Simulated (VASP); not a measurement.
## AlO2: single point with r2SCAN

Crystal: AlO2.

```xyz
6
Lattice="1.4882 -5.4028 0.0000 1.4882 5.4028 0.0000 0.0000 0.0000 3.6466" Properties=species:S:1:pos:R:3 pbc="T T T"
Al    1.4882   -1.8168    2.7350
Al    1.4882    1.8168    0.9117
O     1.4882    4.7429    2.7350
O     1.4882   -4.7429    0.9117
O     1.4882    2.2240    2.7350
O     1.4882   -2.2240    0.9117
```

```
Program             : VASP 6.6.1
Task                : single point
Functional          : r2SCAN
Potentials or basis : VASP PAW PBE potentials, release 64 (Al, O)
Cutoff              : 520 eV
k mesh              : 9 × 9 × 7
Occupations         : fermi-dirac, width 0.05 eV
Spin                : no spin polarisation
```

The pressure is -7.8 GPa and the largest force is 0.774 eV/Å. The band gap on the k mesh is zero (bands 15 and 16 overlap by 0.39 eV).

Forces in eV/Å, atoms in the order of the input:
```
Al   0.000  0.072  0.000
Al   0.000 -0.072  0.000
O    0.000  0.774  0.000
O    0.000 -0.774  0.000
O    0.000 -0.024  0.000
O    0.000  0.024  0.000
```

Stress tensor (GPa, compression positive):
```
-8.53  0.00  0.00
 0.00 -7.83  0.00
 0.00  0.00 -7.09
```

Levels at points of the mesh, in eV from the Fermi level:
| k point | band 11 | band 12 | band 13 | band 14 | band 15 | band 16 | band 17 | band 18 | band 19 | band 20 |
| --- | --- | --- | --- | --- | --- | --- | --- | --- | --- | --- |
| (0.00, 0.00, 0.00) | -2.39 | -1.92 | -1.55 | -0.56 | 0.02 | 0.08 | 6.66 | 9.40 | 10.75 | 11.71 |

Wall time 8.8 min on 1 thread of Intel(R) Xeon(R) Platinum 8124M CPU @ 3.00GHz (Skylake/Cascade Lake), on a shared host, peak memory 0.29 GiB.

Caveat: the cell stands under tension; the PAW data sets were made with another functional, which shifts forces and pressure a little.
